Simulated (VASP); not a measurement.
A run of VASP 6.6.1 is set up as follows.

The input POSCAR:

```
KZnF3
1.0
    4.0461677399      0.0000000000      0.0000000000
    0.0000000000      4.0461677399      0.0000000000
    0.0000000000      0.0000000000      4.0461677399
K Zn F
1 1 3
Direct
    0.0000000000      0.0000000000      0.0000000000
    0.5000000000      0.5000000000      0.5000000000
    0.5000000000      0.5000000000      0.0000000000
    0.5000000000      0.0000000000      0.5000000000
    0.0000000000      0.5000000000      0.5000000000
```

Contents of INCAR.step1:

```
PREC = Accurate ; ENCUT = 520
ISMEAR = 0 ; SIGMA = 0.01
LREAL = False ; LASPH = True
NELM = 100 ; NBANDS = 29
GGA = PE ; ALGO = Normal
EDIFF = 1E-4 ; LWAVE = True
LCHARG = False
```

Contents of INCAR.step2:

```
PREC = Accurate ; ENCUT = 520
EDIFF = 1E-6 ; ISMEAR = 0
SIGMA = 0.01 ; LREAL = False
LASPH = True ; NELM = 100
ALGO = Normal ; ISIF = 2
LWAVE = False ; LCHARG = False
METAGGA = R2SCAN ; LMIXTAU = True
NBANDS = 29 ; ISTART = 1
```

The input KPOINTS:

```
regular mesh
0
Gamma
  6 6 6
```

Potentials or basis: VASP PAW PBE potentials, release 64 (K_sv, Zn, F).

Command:

```console
$ cat potpaw_PBE.64/K_sv/POTCAR potpaw_PBE.64/Zn/POTCAR potpaw_PBE.64/F/POTCAR > POTCAR
$ cp INCAR.step1 INCAR
$ mpirun -np 1 vasp_std > vasp.out
$ cp INCAR.step2 INCAR
$ mpirun -np 1 vasp_std > vasp.out
```

Estimate the band gap on the k mesh.

4.59 eV, indirect (least direct gap 6.59 eV).

Estimate the pressure.

0.3 GPa.

Caveat: the PAW data sets were made with another functional, which shifts forces and pressure a little. r2SCAN opens gaps a little over a GGA but as a rule still falls short of measured ones.
